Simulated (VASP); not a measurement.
# Cu (Fm-3m) in VASP: notebook

Cu is run at these levels: LDA; tasks: single point, relaxation of volume and atoms at fixed shape.

All numbers are computed with VASP 6.6.1; they aren't measurements. Logs are shortened: lines on timing, memory, paths and dates and some standing lists are left out, and cuts for length are marked.

**1. The cell of the first run**

It takes space group Fm-3m (No. 225, cubic). Conventional cell: a = 3.518 Å, b = 3.518 Å, c = 3.518 Å, α = 90.00°, β = 90.00°, γ = 90.00°. Cu (site symmetry m-3m) has 12 Cu at 2.49 Å within 3.3 Å.

**2. Single point, LDA**

Input file INCAR:

```
SYSTEM = Cu
  PREC = Accurate
  ENCUT = 600
  EDIFF = 1E-6
  ISMEAR = 0
  SIGMA = 0.1
  LREAL = .FALSE.
  LASPH = .TRUE.
  NELM = 120
  ALGO = Normal
  ISIF = 2
  LWAVE = .FALSE.
  LCHARG = .FALSE.
  GGA = CA
  NBANDS = 12
  GGA_COMPAT = .FALSE.
```

Input file KPOINTS:

```
Automatic mesh
0
G
  12 12 12
  0 0 0
```

Input file POSCAR:

```
Cu
1.0
    0.0000000000      1.7588599426      1.7588599426
    1.7588599426      0.0000000000      1.7588599426
    1.7588599426      1.7588599426      0.0000000000
Cu
1
Direct
    0.0000000000      0.0000000000      0.0000000000
```

Potentials or basis: VASP PAW LDA potentials, release 64 (Cu).

Started as:

```sh
$ cat potpaw_LDA.64/Cu/POTCAR > POTCAR
$ mpirun -np 1 vasp_std > vasp.out
```

OUTCAR:

```text
SYSTEM = Cu
   PREC = Accurate
   ENCUT = 600
   EDIFF = 1E-6
   ISMEAR = 0
   LREAL = .FALSE.
   LASPH = .TRUE.
   NELM = 120
   ISIF = 2
   GGA = CA

 ion  position               nearest neighbor table
   1  0.000  0.000  0.000-

  LATTYP: Found a face centered cubic cell.
 ALAT       =     3.5177198852

  Lattice vectors:

 A1 = (   0.0000000000,   1.7588599426,   1.7588599426)
 A2 = (   1.7588599426,   0.0000000000,   1.7588599426)
 A3 = (   1.7588599426,   1.7588599426,   0.0000000000)

Analysis of symmetry for initial positions (statically):
=====================================================================
 Subroutine PRICEL returns:
 Original cell was already a primitive cell.

 Routine SETGRP: Setting up the symmetry group for a
 face centered cubic supercell.

 Subroutine GETGRP returns: Found 48 space group operations
 (whereof 48 operations were pure point group operations)
 out of a pool of 48 trial point group operations.

The static configuration has the point symmetry O_h .

Analysis of symmetry for dynamics (positions and initial velocities):
=====================================================================
 Subroutine PRICEL returns:
 Original cell was already a primitive cell.

 Routine SETGRP: Setting up the symmetry group for a
 face centered cubic supercell.

 Subroutine GETGRP returns: Found 48 space group operations
 (whereof 48 operations were pure point group operations)
 out of a pool of 48 trial point group operations.

The dynamic configuration has the point symmetry O_h .

 Subroutine INISYM returns: Found 48 space group operations
 (whereof 48 operations are pure point group operations),
 and found     1 'primitive' translations

----------------------------------------------------------------------------------------

                                     Primitive cell

  volume of cell :      10.8824

  direct lattice vectors                    reciprocal lattice vectors
     0.000000000  1.758859943  1.758859943    -0.284275051  0.284275051  0.284275051
     1.758859943  0.000000000  1.758859943     0.284275051 -0.284275051  0.284275051
     1.758859943  1.758859943  0.000000000     0.284275051  0.284275051 -0.284275051

  length of vectors
     2.487403585  2.487403585  2.487403585     0.492378832  0.492378832  0.492378832

  position of ions in fractional coordinates (direct lattice)
     0.000000000  0.000000000  0.000000000

  ion indices of the primitive-cell ions
   primitive index   ion index
                 1           1

----------------------------------------------------------------------------------------

 KPOINTS: Automatic mesh

Automatic generation of k-mesh.
 Grid dimensions read from file:
 generate k-points for:   12   12   12

 Generating k-lattice:

  Cartesian coordinates                     Fractional coordinates (reciprocal lattice)
    -0.023689588  0.023689588  0.023689588     0.083333333  0.000000000  0.000000000
     0.023689588 -0.023689588  0.023689588     0.000000000  0.083333333  0.000000000
     0.023689588  0.023689588 -0.023689588     0.000000000  0.000000000  0.083333333

  Length of vectors
     0.041031569  0.041031569  0.041031569

  Shift w.r.t. Gamma in fractional coordinates (k-lattice)
     0.000000000  0.000000000  0.000000000

 Subroutine IBZKPT returns following result:
 ===========================================

 Found     72 irreducible k-points:

 Following reciprocal coordinates:
            Coordinates               Weight
  0.000000  0.000000  0.000000      1.000000
  0.083333  0.000000  0.000000      8.000000
  0.166667  0.000000  0.000000      8.000000
  0.250000  0.000000  0.000000      8.000000
  0.333333  0.000000  0.000000      8.000000
  0.416667  0.000000  0.000000      8.000000
[... 16 lines left out ...]
  0.500000  0.166667  0.000000     24.000000
 -0.416667  0.166667  0.000000     24.000000
 [... further k-points ...]
   k-points           NKPTS =     72   k-points in BZ     NKDIM =     72   number of bands    NBANDS=     12
   number of dos      NEDOS =    301   number of ions     NIONS =      1
   total plane-waves  NPLWV =   8000
   dimension x,y,z NGX =    20 NGY =   20 NGZ =   20
   dimension x,y,z NGXF=    40 NGYF=   40 NGZF=   40
   ions per type =               1
   NGX,Y,Z   is equivalent  to a cutoff of  13.37, 13.37, 13.37 a.u.
   NGXF,Y,Z  is equivalent  to a cutoff of  26.73, 26.73, 26.73 a.u.
 SYSTEM =  Cu
   PREC   = accura    normal or accurate (medium, high low for compatibility)
   ISTART =      0    job   : 0-new  1-cont  2-samecut
   ICHARG =      2    charge: 1-file 2-atom 10-const
   ISPIN  =      1    spin polarized calculation?
   LNONCOLLINEAR =      F non collinear calculations
   LSORBIT =      F    spin-orbit coupling
   LASPH  =      T    aspherical Exc in radial PAW
   ENCUT  =  600.0 eV  44.10 Ry    6.64 a.u.   4.97  4.97  4.97*2*pi/ulx,y,z
   NELM   =    120;   NELMIN=  2; NELMDL= -5     # of ELM steps
   EDIFF  = 0.1E-05   stopping-criterion for ELM
   LREAL  =      F    real-space projection
   EDIFFG = 0.1E-04   stopping-criterion for IOM
   NSW    =      0    number of steps for IOM
   IBRION =     -1    ionic relax: 0-MD 1-quasi-New 2-CG
   NFREE  =      0    steps in history (QN), initial steepest desc. (CG)
   ISIF   =      2    stress and relaxation
   ISYM   =      2    0-nonsym 1-usesym 2-fastsym
   POTIM  = 0.5000    time-step for ionic-motion
   TEBEG  =    0.0;   TEEND  =   0.0 temperature during run
   PSTRESS=    0.0 pullay stress
   NELECT =      11.0000    total number of electrons
   NUPDOWN=      -1.0000    fix difference up-down
   EMIN   =  10.00;   EMAX   =-10.00  energy-range for DOS
   EFERMI =   0.00;   METHOD = LEGACY
   ISMEAR =     0;   SIGMA  =   0.10  broadening in eV -4-tet -1-fermi 0-gaus
   EFERMI_NEDOS =   21; number of points for ismear=-14 and -15
   IALGO  =     38    algorithm
   IMIX   =      4    mixing-type and parameters
     AMIX     =   0.40;   BMIX     =  1.00
     AMIX_MAG =   1.60;   BMIX_MAG =  1.00
  volume/ion in A,a.u.               =      10.88        73.44
  Fermi-wavevector in a.u.,A,eV,Ry     =   1.642976  3.104774 36.727146  2.699369
  Thomas-Fermi vector in A             =   2.733188
   LORBIT       =      0    0 simple, 1 ext, 2 COOP (PROOUT), +10 PAW based schemes
   GGA     = CA    functional components
   LHFCALC =     F    Hartree Fock is set to
   AEXX    =    0.0000 exact exchange contribution
   IVDW    =     0    specifies the selected vdW correction
   LEPSILON=     F    determine dielectric tensor
   LRPA    =     F    only Hartree local field effects (RPA)
 non-spin polarized calculation
 Gauss-broadening in eV      SIGMA  =   0.10
  energy-cutoff  :      600.00
  volume of cell :       10.88
 maximum number of plane-waves:       380
   NGX =  9   NGY =  9   NGZ =  9

 number of electron      10.9999998 magnetization

 Free energy of the ion-electron system (eV)
  ---------------------------------------------------
  ext. energy  EPLUGINS =         0.00000000
  ---------------------------------------------------
  free energy    TOTEN  =        -4.70491015 eV

  energy without entropy =       -4.70384035  energy(sigma->0) =       -4.70437525

 E-fermi :   8.3374     XC(G=0): -13.5885

 val. band max:        8.2092581741   @ k =   0.4167   0.4167   0.0000
 cond. band min:       8.3582205393   @ k =   0.5000   0.3333   0.1667
 fundamental gap:      0.1489623653
 Fermi energy:         8.3373776330

 k-point     1 :       0.0000    0.0000    0.0000
  band No.  band energies     occupation
      1      -1.5792      2.00000
      2       5.0674      2.00000
      3       5.0674      2.00000
      4       5.0674      2.00000
      5       6.0183      2.00000
      6       6.0183      2.00000
      7      31.7347      0.00000
      8      34.8602      0.00000
      9      34.8602      0.00000
     10      34.8602      0.00000
     11      37.4777      0.00000
     12      37.4777      0.00000

 k-point     2 :       0.0833    0.0000    0.0000
  band No.  band energies     occupation
      1      -1.3116      2.00000
      2       5.0073      2.00000
      3       5.1200      2.00000
      4       5.1200      2.00000
      5       5.9981      2.00000
      6       5.9981      2.00000
      7      30.1802      0.00000
      8      32.8459      0.00000
      9      34.1664      0.00000
     10      34.1664      0.00000
     11      38.5141      0.00000
     12      38.5141      0.00000

 k-point     3 :       0.1667    0.0000    0.0000
  band No.  band energies     occupation
      1      -0.5333      2.00000
      2       4.8673      2.00000
      3       5.2254      2.00000
      4       5.2254      2.00000
      5       5.9869      2.00000
      6       5.9869      2.00000
      7      25.8966      0.00000
      8      32.3163      0.00000
      9      33.1755      0.00000
     10      33.1755      0.00000
     11      39.3159      0.00000
     12      39.7865      0.00000

 k-point     4 :       0.2500    0.0000    0.0000
  band No.  band energies     occupation
      1       0.6539      2.00000
      2       4.7799      2.00000
      3       5.2474      2.00000
      4       5.2474      2.00000
      5       6.1080      2.00000
      6       6.1080      2.00000
      7      21.5456      0.00000
      8      31.7219      0.00000
      9      32.4155      0.00000
     10      32.4155      0.00000
     11      38.2241      0.00000
     12      38.2241      0.00000

 k-point     5 :       0.3333    0.0000    0.0000
  band No.  band energies     occupation
      1       1.9244      2.00000
      2       5.0682      2.00000
      3       5.1627      2.00000
      4       5.1627      2.00000
      5       6.3536      2.00000
      6       6.3536      2.00000
      7      17.5572      0.00000
      8      30.9912      0.00000
      9      31.9299      0.00000
     10      31.9299      0.00000
     11      36.3793      0.00000
     12      36.3793      0.00000
[... 228 lines left out ...]
      1       1.8462      2.00000
      2       4.3659      2.00000
      3       5.1304      2.00000
      4       5.5691      2.00000
      5       6.3836      2.00000
      6       6.4609      2.00000
      7      20.8550      0.00000
      8      27.1715      0.00000
      9      28.0912      0.00000
     10      30.2412      0.00000
     11      36.7210      0.00000
     12      41.7968      0.00000

 k-point    22 :       0.4167    0.1667    0.0000
  band No.  band energies     occupation
      1       2.8611      2.00000
      2       4.4808      2.00000
      3       4.9811      2.00000
      4       5.4888      2.00000
      5       6.6394      2.00000
      6       7.3547      2.00000
      7      16.9989      0.00000
      8      26.4238      0.00000
      9      27.0017      0.00000
     10      29.7802      0.00000
     11      39.9869      0.00000
     12      41.1952      0.00000

 k-point    23 :       0.5000    0.1667    0.0000
  band No.  band energies     occupation
      1       3.2711      2.00000
      2       4.6156      2.00000
      3       5.1585      2.00000
      4       5.4028      2.00000
      5       6.6844      2.00000
      6       8.8948      0.00000
      7      13.8177      0.00000
      8      24.9639      0.00000
      9      27.4588      0.00000
     10      29.7462      0.00000
     11      39.9203      0.00000
     12      40.2968      0.00000

 k-point    24 :      -0.4167    0.1667    0.0000
  band No.  band energies     occupation
      1       3.3303      2.00000
      2       4.6680      2.00000
      3       5.2517      2.00000
      4       5.3633      2.00000
      5       6.5492      2.00000
      6       9.4338      0.00000
      7      13.1136      0.00000
      8      23.9276      0.00000
      9      28.5524      0.00000
     10      30.1365      0.00000
     11      38.9991      0.00000
     12      39.7962      0.00000

 [... further k-points ...]
[... 5 lines left out ...]
  --------------------------------------------------------------------------------------
  -------------------------------------------------------------------------------------
  Total        0.0628670      0.0628670      0.0628670      0.0000000     -0.0000000      0.0000000
  in kB        9.2557048      9.2557048      9.2557048      0.0000000     -0.0000000      0.0000000
  external PRESSURE =       9.2557048 kB  Pullay stress =       0.0000000 kB

 VOLUME and BASIS-vectors are now :
 -----------------------------------------------------------------------------
  energy-cutoff  :      600.00
  volume of cell :       10.88
      direct lattice vectors                 reciprocal lattice vectors
     0.000000000  1.758859943  1.758859943    -0.284275051  0.284275051  0.284275051
     1.758859943  0.000000000  1.758859943     0.284275051 -0.284275051  0.284275051
     1.758859943  1.758859943  0.000000000     0.284275051  0.284275051 -0.284275051

 POSITION                                       TOTAL-FORCE (eV/Angst)
 -----------------------------------------------------------------------------------
      0.00000      0.00000      0.00000        -0.000000      0.000000     -0.000000
 -----------------------------------------------------------------------------------
    total drift:                                0.000000      0.000000      0.000000

  FREE ENERGIE OF THE ION-ELECTRON SYSTEM (eV)
  ---------------------------------------------------
  free  energy   TOTEN  =        -4.7049101509 eV

  energy  without entropy=       -4.7038403471  energy(sigma->0) =       -4.70437525
```

It took 7.4 s on 1 thread of Intel Xeon 6975P-C (Granite Rapids), shared host; peak memory 0.12 GiB.

What came out:

| Quantity | Value |
| --- | --- |
| Free energy | -4.7049 eV |
| Pressure | 0.9 GPa |

**3. Relaxation of volume and atoms at fixed shape, LDA**

This run uses another cell than the first one, of 11.81 Å³/atom, 1.085 times its volume.

Input file INCAR:

```
PREC = Accurate ; ENCUT = 600
EDIFF = 1E-7 ; ISMEAR = 0
SIGMA = 0.1 ; LREAL = F
LASPH = T ; NELM = 120
ALGO = Normal ; ISIF = 8
LWAVE = F ; LCHARG = F
IBRION = 2 ; NSW = 60
EDIFFG = -0.03 ; GGA_COMPAT = F
NELMIN = 4
```

Input file KPOINTS:

```
regular mesh
0
Gamma
  12 12 12
```

Input file POSCAR:

```
Cu
1.0
    0.0000000000      1.8075000000      1.8075000000
    1.8075000000      0.0000000000      1.8075000000
    1.8075000000      1.8075000000      0.0000000000
Cu
1
Direct
    0.0000000000      0.0000000000      0.0000000000
```

Potentials or basis: VASP PAW LDA potentials, release 64 (Cu).

Started as:

```sh
$ cat potpaw_LDA.64/Cu/POTCAR > POTCAR
$ mpirun -np 1 vasp_std > vasp.out
```

OUTCAR:

```text
PREC = Accurate
   ENCUT = 600
   EDIFF = 1E-7
   ISMEAR = 0
   LREAL = F
   LASPH = T
   NELM = 120
   ISIF = 8
   IBRION = 2
   NSW = 60
   EDIFFG = -0.03
   NELMIN = 4

 ion  position               nearest neighbor table
   1  0.000  0.000  0.000-

  LATTYP: Found a face centered cubic cell.
 ALAT       =     3.6150000000

  Lattice vectors:

 A1 = (   0.0000000000,   1.8075000000,   1.8075000000)
 A2 = (   1.8075000000,   0.0000000000,   1.8075000000)
 A3 = (   1.8075000000,   1.8075000000,   0.0000000000)

Analysis of symmetry for initial positions (statically):
=====================================================================
 Subroutine PRICEL returns:
 Original cell was already a primitive cell.

 Routine SETGRP: Setting up the symmetry group for a
 face centered cubic supercell.

 Subroutine GETGRP returns: Found 48 space group operations
 (whereof 48 operations were pure point group operations)
 out of a pool of 48 trial point group operations.

The static configuration has the point symmetry O_h .

Analysis of symmetry for dynamics (positions and initial velocities):
[... 165 lines left out ...]
  -------------------------------------------------------------------------------------
  Total       -0.8681354     -0.8681354     -0.8681354      0.0000000      0.0000000     -0.0000000
  in kB     -117.7695880   -117.7695880   -117.7695880      0.0000000      0.0000000     -0.0000000
  external PRESSURE =    -117.7695880 kB  Pullay stress =       0.0000000 kB
[... 57 lines left out ...]
--------------------------------------- Ionic step        3  -------------------------------------------

 number of electron      11.0000001 magnetization

 Free energy of the ion-electron system (eV)
  ---------------------------------------------------
  ext. energy  EPLUGINS =         0.00000000
  ---------------------------------------------------
  free energy    TOTEN  =        -4.70545113 eV

  energy without entropy =       -4.70436891  energy(sigma->0) =       -4.70491002

 E-fermi :   8.2677     XC(G=0): -13.5591

 val. band max:        8.1472536452   @ k =   0.4167   0.4167   0.0000
 cond. band min:       8.2880611334   @ k =   0.5000   0.3333   0.1667
 fundamental gap:      0.1408074882
 Fermi energy:         8.2677179656

 k-point     1 :       0.0000    0.0000    0.0000
  band No.  band energies     occupation
      1      -1.6067      2.00000
      2       5.0170      2.00000
      3       5.0170      2.00000
      4       5.0170      2.00000
      5       5.9607      2.00000
      6       5.9607      2.00000
      7      31.6302      0.00000
      8      34.7152      0.00000
      9      34.7152      0.00000
[... 265 lines left out ...]
 k-point    24 :      -0.4167    0.1667    0.0000
  band No.  band energies     occupation
      1       3.2910      2.00000
      2       4.6216      2.00000
      3       5.2016      2.00000
      4       5.3110      2.00000
      5       6.4878      2.00000
      6       9.3651      0.00000
      7      13.0206      0.00000
      8      23.8127      0.00000
      9      28.4199      0.00000

 [... further k-points ...]
[... 5 lines left out ...]
  --------------------------------------------------------------------------------------
  -------------------------------------------------------------------------------------
  Total       -0.0046297     -0.0046297     -0.0046297     -0.0000000      0.0000000      0.0000000
  in kB       -0.6782855     -0.6782855     -0.6782855     -0.0000000      0.0000000      0.0000000
  external PRESSURE =      -0.6782855 kB  Pullay stress =       0.0000000 kB
[... 16 lines left out ...]
  FREE ENERGIE OF THE ION-ELECTRON SYSTEM (eV)
  ---------------------------------------------------
  free  energy   TOTEN  =        -4.7054511303 eV

  energy  without entropy=       -4.7043689094  energy(sigma->0) =       -4.70491002

 reached required accuracy - stopping structural energy minimisation
```

OSZICAR:

```text
N       E                     dE             d eps       ncg     rms          rms(c)
DAV:   1     0.376576435113E+02    0.37658E+02   -0.61269E+03  1336   0.226E+03
DAV:   2    -0.516454822028E+01   -0.42822E+02   -0.40601E+02  1305   0.204E+02
DAV:   3    -0.565151148153E+01   -0.48696E+00   -0.48534E+00  1506   0.317E+01
[... 24 lines left out ...]
DAV:   4    -0.470574932011E+01    0.18603E-01   -0.41381E-02  1910   0.355E+00    0.140E-01
DAV:   5    -0.470546219702E+01    0.28712E-03   -0.20202E-03  1433   0.110E+00    0.308E-02
DAV:   6    -0.470545145472E+01    0.10742E-04   -0.26832E-05  1895   0.904E-02    0.550E-03
DAV:   7    -0.470545112181E+01    0.33291E-06   -0.24675E-06  1402   0.367E-02    0.178E-04
DAV:   8    -0.470545113026E+01   -0.84538E-08   -0.12509E-08   754   0.154E-03
   3 F= -.47054511E+01 E0= -.47049100E+01  d E =-.349587E-01
```

Wall time 14 s (1 thread of Intel Xeon 6975P-C (Granite Rapids), shared host); peak memory 0.13 GiB.

Results:

| Item | Value |
| --- | --- |
| Free energy | -4.7055 eV |
| Relaxed volume | 10.94 Å³/atom |
| Relaxed cell | a = 2.491 Å, b = 2.491 Å, c = 2.491 Å, α = 60.00°, β = 60.00°, γ = 60.00° |
| Space group after relaxing (to 0.05 Å) | Fm-3m (No. 225) |
| Energy gained by relaxing | 35.0 meV/atom |
| Ionic steps | 3 |
| Pressure after relaxing | -0.1 GPa |

Step by step:
| step | energy change (eV) | largest force (eV/Å) | pressure (GPa) | volume (Å³) |
| --- | --- | --- | --- | --- |
| 1 | 0.0000 | 0.0000 | -11.78 | 11.81 |
| 2 | -0.0176 | 0.0000 | 10.73 | 10.39 |
| 3 | -0.0350 | 0.0000 | -0.07 | 10.94 |

Final structure:
```cif
data_structure
_symmetry_space_group_name_H-M 'P 1'
_symmetry_Int_Tables_number 1
_cell_length_a 2.4915
_cell_length_b 2.4915
_cell_length_c 2.4915
_cell_angle_alpha 60.000
_cell_angle_beta 60.000
_cell_angle_gamma 60.000
_cell_volume 10.94
loop_
_atom_site_label
_atom_site_type_symbol
_atom_site_fract_x
_atom_site_fract_y
_atom_site_fract_z
_atom_site_occupancy
Cu1 Cu 0.00000 0.00000 0.00000 1
```

LDA usually gives volumes a few per cent too small. Zero-point motion and thermal expansion aren't in these numbers.
